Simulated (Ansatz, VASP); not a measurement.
**La2O3 in VASP and in Ansatz**

```
La O
1.0
     6.26678    0.00000    0.00000
    -3.13339    5.42719    0.00000
     0.00000    0.00000    3.29977
La O
2 3
Direct
  0.66667 0.33333 0.50000
  0.33333 0.66667 0.50000
  0.50801 0.00000 0.00000
  0.00000 0.50801 0.00000
  0.49199 0.49199 0.00000
```

Alike in both runs: functional r2SCAN; k mesh 6 × 6 × 8; no spin polarisation.

|  | VASP | Ansatz |
| --- | --- | --- |
| version | VASP 6.6.1 | Ansatz 0.2.0 |
| potentials or method | VASP PAW PBE potentials, release 64 (La, O) | Ansatz PAW |
| plane-wave cutoff (eV) | 520 | 500 |
| occupations | gaussian, width 0.01 eV | fixed |
| valence electrons in the cell | 40 | 40 |
| task | single point | band structure |

|  | VASP | Ansatz | Ansatz less VASP |
| --- | --- | --- | --- |
| gap on the k mesh at the Fermi level (eV) | 1.88 | 1.85 | -0.029 |
| least direct gap on the mesh (eV) | 2.41 | 2.40 | -0.012 |
| pressure (GPa) | 1.1 | 1.4 | +0.35 |
| traceless stress, the component that is largest in VASP (GPa) | -1.89 | -1.79 | +0.105 |
| rms of the force components (eV/Å) | 0.023 | 0.022 | -0.0010 |

VASP's potentials were made for PBE, not for r2SCAN. Atom by atom the forces differ by 0.001 eV/Å (rms over components).

Spin-orbit coupling is off throughout.
